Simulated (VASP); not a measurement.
C: single point with PBEsol

The system is C.

```
CELL_PARAMETERS angstrom
1.31505 -2.21720 0.00000
1.31505 2.21720 0.00000
0.00000 0.00000 7.68315
ATOMIC_POSITIONS crystal
C 0.08332 0.91668 0.74984
C 0.58332 0.41668 0.25016
C 0.91668 0.08332 0.25016
C 0.41668 0.58332 0.74984
```

```json
{"Program": "VASP 6.6.1", "Task": "single point", "Functional": "PBEsol", "Potentials or basis": "VASP PAW PBE potentials, release 64 (C)", "Cutoff": "520 eV", "k mesh": "21 × 21 × 6", "Occupations": "gaussian, width 0.15 eV", "Spin": "no spin polarisation"}
```

```json
{
 "Pressure": "-30.7 GPa",
 "Largest force": "0.020 eV/Å"
}
```

Forces on the atoms (eV/Å):
```
C    0.000  0.020  0.000
C    0.000  0.020  0.000
C    0.000 -0.020  0.000
C    0.000 -0.020  0.000
```

Stress tensor (GPa, compression positive):
```
-53.96   0.00   0.00
  0.00 -38.05   0.00
  0.00   0.00  -0.18
```

It took 2.9 min on 1 thread of AMD EPYC 9R45 96-Core Processor (Zen 5), with other jobs on the host, peak memory 0.32 GiB.

Caveat: the stress differs along the axes, from -54 to -0 GPa; this functional lacks dispersion, which binds layers or chains, so the pressure and a relaxed spacing across them are unreliable; the PAW data sets were made with another functional, which shifts forces and pressure a little.
